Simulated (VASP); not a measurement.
Input of a VASP 6.6.1 run:

POSCAR

```
H2CO
1.0
    7.7059940000      0.0000000000      0.0000000000
    0.0000000000      7.7059940000      0.0000000000
    0.0000000000      0.0000000000      7.7059940000
O C H
4 4 8
Direct
    0.5166757202      0.7310672705      0.3887752832
    0.3038673531      0.3816509590      0.8714125653
    0.3048016907     -0.0060861714      0.7475868785
    0.0631586269      0.6480539694      0.1661044636
    0.5960425092      0.6293542403      0.3173373870
    0.3473529826      0.5001042046      0.7983395783
    0.3559047671      0.0715287346      0.6370235949
    0.1699196755      0.7345321058      0.1129769891
    0.7575271925      0.3525048164      0.9749553400
    0.7729956706      0.4068391437      0.8949007746
    0.7814436398      0.7763307368      0.9489496099
    0.8101485675      0.6973921859      0.9068784637
    0.0639891492      0.1515833000      0.0279522668
    0.1067091410      0.2191410998      0.0905658634
    0.8942908598     -0.0380353268      0.4830655202
    0.8541143427      0.0433818142      0.4429149569
```

INCAR.step1

```
SYSTEM = H2CO
  ALGO = Normal
  EDIFF = 1E-5
  ENCUT = 1100
  GGA = PE
  GGA_COMPAT = .FALSE.
  ISMEAR = -1
  LASPH = .TRUE.
  LCHARG = .FALSE.
  LREAL = Auto
  LWAVE = .TRUE.
  NBANDS = 38
  NELM = 120
  PREC = Accurate
  SIGMA = 0.05
```

INCAR.step2

```
SYSTEM = H2CO
  ALGO = Normal
  EDIFF = 1E-6
  ENCUT = 1100
  GGA_COMPAT = .FALSE.
  ISIF = 2
  ISMEAR = -1
  ISTART = 1
  IVDW = 12
  LASPH = .TRUE.
  LCHARG = .FALSE.
  LMIXTAU = .TRUE.
  LREAL = Auto
  LWAVE = .FALSE.
  METAGGA = R2SCAN
  NBANDS = 38
  NELM = 120
  PREC = Accurate
  SIGMA = 0.05
  VDW_A1 = 0.49484001
  VDW_A2 = 5.73083694
  VDW_S6 = 1.0
  VDW_S8 = 0.78981345
```

Contents of KPOINTS:

```
k-points
0
G
  1 1 1
  0 0 0
```

Potentials or basis: VASP PAW PBE potentials, release 64 (O_h, C_h, H_h).

Launch:

```console
$ cat potpaw_PBE.64/O_h/POTCAR potpaw_PBE.64/C_h/POTCAR potpaw_PBE.64/H_h/POTCAR > POTCAR
$ cp INCAR.step1 INCAR
$ mpirun -np 1 vasp_gam > vasp.out
$ cp INCAR.step2 INCAR
$ mpirun -np 1 vasp_gam > vasp.out
```

(1) Predict the largest force.

(2) Predict the dispersion energy per atom.

(3) Estimate the pressure.

## Answers

(1) 1.616 eV/Å.

(2) -0.012 eV.

(3) -0.2 GPa.

Caveat: the k points lie up to 0.82 Å⁻¹ apart, too coarse for converged energies, forces and pressures; the atoms stand as in a frame of molecular dynamics; the PAW data sets were made with another functional, which shifts forces and pressure a little.
